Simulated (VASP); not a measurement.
LiF:

```
CELL_PARAMETERS angstrom
2.01400 2.01400 0.00000
-2.01400 2.01400 0.00000
0.00000 2.01400 2.01400
ATOMIC_POSITIONS crystal
Li 0.00000 0.00000 0.00000
F 0.50000 0.50000 0.00000
```

| Quantity | Value |
| --- | --- |
| Program | VASP 6.6.1 |
| Task | relaxation of cell and atoms |
| Functional | r2SCAN |
| Potentials or basis | VASP PAW PBE potentials, release 64 (Li_sv, F) |
| Cutoff | 600 eV |
| k mesh | 14 × 14 × 14 |
| Occupations | fermi-dirac, width 0.05 eV |
| Spin | no spin polarisation |

At the start: pressure -3.2 GPa; volume 8.17 Å³/atom.

Problem. How do energy, volume and symmetry change on relaxing?

Solution. Over 4 steps the energy falls by 3.7 meV/atom and the volume is 7.84 Å³/atom (-4.0 %); space group Fm-3m (No. 225, to 0.1 Å) before and after.

The path:
```tsv
step	energy change (eV)	largest force (eV/Å)	pressure (GPa)	volume (Å³)
1	0.0000	0.0000	-3.25	16.34
2	-0.0060	0.0000	-1.48	15.95
3	-0.0072	0.0000	-0.37	15.75
4	-0.0073	0.0000	-0.01	15.68
```

Final structure:
```xyz
2
Lattice="1.9868 1.9868 0.0000 -1.9868 1.9868 0.0000 0.0000 1.9868 1.9868" Properties=species:S:1:pos:R:3 pbc="T T T"
Li    0.0000    0.0000    0.0000
F     0.0000    1.9868    0.0000
```

Caveat: the cutoff is under 1.25 times the usual one of these potentials, so pressure, stress and relaxed cells hold a basis-set (Pulay) error; the PAW data sets were made with another functional, which shifts forces and pressure a little.
